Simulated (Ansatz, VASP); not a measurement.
**ZrTi3N4: VASP beside Ansatz**

```
CELL_PARAMETERS angstrom
4.35628 0.00000 0.00000
0.00000 4.35628 0.00000
0.00000 0.00000 4.35628
ATOMIC_POSITIONS crystal
Zr 0.00000 0.00000 0.00000
Ti 0.50000 0.50000 0.00000
Ti 0.00000 0.50000 0.50000
Ti 0.50000 0.00000 0.50000
N 0.00000 0.00000 0.50000
N 0.50000 0.00000 0.00000
N 0.00000 0.50000 0.00000
N 0.50000 0.50000 0.50000
```

Alike in both runs: functional PBE; k mesh 10 × 10 × 10; occupations gaussian, width 0.1 eV; no spin polarisation.

Ansatz relaxed the structure, and its values are those at the end. VASP's run is a single point on that final structure, the one shown.

|  | VASP | Ansatz |
| --- | --- | --- |
| version | VASP 6.6.1 | Ansatz 0.2.0 |
| potentials or method | VASP PAW PBE potentials, release 64 (Zr_sv, Ti_sv, N), cutoff 520 eV | scalar-relativistic, plane waves, PAW |
| valence electrons in the cell | 68 | 68 |

|  | VASP | Ansatz | Ansatz less VASP |
| --- | --- | --- | --- |
| gap on the k mesh at the Fermi level (eV) | none | none | - |
| pressure (GPa) | 0.4 | 0.0 | -0.38 |

A gap of «none» marks a metal or a gap that the smearing closes.
